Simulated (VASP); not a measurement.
Here is a VASP 6.6.1 calculation.

INCAR

```
SYSTEM = KNiF3
PREC = Accurate
ENCUT = 700
EDIFF = 1E-6
ISMEAR = 0
SIGMA = 0.05
LREAL = .False.
LASPH = .True.
NELM = 200
ALGO = Normal
ISIF = 2
LWAVE = .False.
LCHARG = .False.
ISPIN = 2
MAGMOM = 0 1.69 0.07 0.07 0.07
LORBIT = 11
NUPDOWN = 1.8
LMAXMIX = 4
LDAU = .True.
LDAUTYPE = 2
LDAUL = -1 2 -1
LDAUU = 0 2 0
LDAUJ = 0 0 0
LDAUPRINT = 1
NBANDS = 36
GGA_COMPAT = .False.
```

KPOINTS

```
regular mesh
0
Gamma
  5 5 5
  0 0 0
```

Contents of POSCAR:

```
KNiF3
1.0
    4.0000000000      0.0000000000      0.0000000000
    0.0000000000      4.0000000000      0.0000000000
    0.0000000000      0.0000000000      4.0000000000
K Ni F
1 1 3
Direct
    0.0000000000      0.0000000000      0.0000000000
    0.5000000000      0.5000000000      0.5000000000
    0.5000000000      0.5000000000      0.0000000000
    0.0000000000      0.5000000000      0.5000000000
    0.5000000000      0.0000000000      0.5000000000
```

Potentials or basis: VASP PAW LDA potentials, release 64 (K_sv, Ni_sv_GW, F).

Command:

```bash
$ cat potpaw_LDA.64/K_sv/POTCAR potpaw_LDA.64/Ni_sv_GW/POTCAR potpaw_LDA.64/F/POTCAR > POTCAR
$ mpirun -np 1 vasp_std > vasp.out
```

(1) Predict the pressure.

## Answers

(1) -5.8 GPa.

Caveat: the cell stands under tension; the total moment is fixed, so each spin has its own Fermi level and the state may be an excited one; a cell with one magnetic atom can't hold antiferromagnetic order, which such compounds often take.
